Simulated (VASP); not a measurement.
Set up this calculation in VASP 6.6.1, as the native input.

| Quantity | Value |
| --- | --- |
| Task | single point |
| Functional | PBEsol |
| Potentials or basis | VASP PAW PBE potentials, release 64 (Y_sv) |
| Cutoff | 520 eV |
| k mesh | 10 × 10 × 6 |
| Occupations | gaussian, width 0.05 eV |
| Spin | no spin polarisation |
| Dipole correction | no |
| Further INCAR settings | ALGO = Fast; EDIFF = 1e-06; NBANDS = 18 |

The structure of Y lies in POSCAR:

```
Y
1.0
    3.6053140020      0.0000000000      0.0000000000
   -1.8026570010      3.1222935144      0.0000000000
    0.0000000000      0.0000000000      5.5632628682
Y
2
Direct
    0.3333333333      0.6666666667      0.7500000000
    0.6666666667      0.3333333333      0.2500000000
```

One way to write it, as run:

INCAR

```
SYSTEM = Y
PREC = Accurate ; ENCUT = 520
EDIFF = 1E-6 ; ISMEAR = 0
SIGMA = 0.05 ; LREAL = .False.
LASPH = .True. ; NELM = 60
ALGO = Fast ; ISIF = 2
LWAVE = .False. ; LCHARG = .False.
GGA = PS ; NBANDS = 18
```

KPOINTS

```
regular mesh
0
Gamma
  10 10 6
  0 0 0
```

Potentials or basis: VASP PAW PBE potentials, release 64 (Y_sv).

Command:

```bash
$ cat potpaw_PBE.64/Y_sv/POTCAR > POTCAR
$ mpirun -np 1 vasp_std > vasp.out
```

Results of the run:

```
Pressure               : -0.1 GPa
Band gap on the k mesh : zero (band 11 reaches 4.28 eV, above the bottom of band 12 at 2.62 eV)
```

Caveat: the PAW data sets were made with another functional, which shifts forces and pressure a little.

It took 87 s on 1 thread of Intel(R) Xeon(R) 6975P-C (Granite Rapids), with other jobs on the host, peak memory 0.22 GiB.
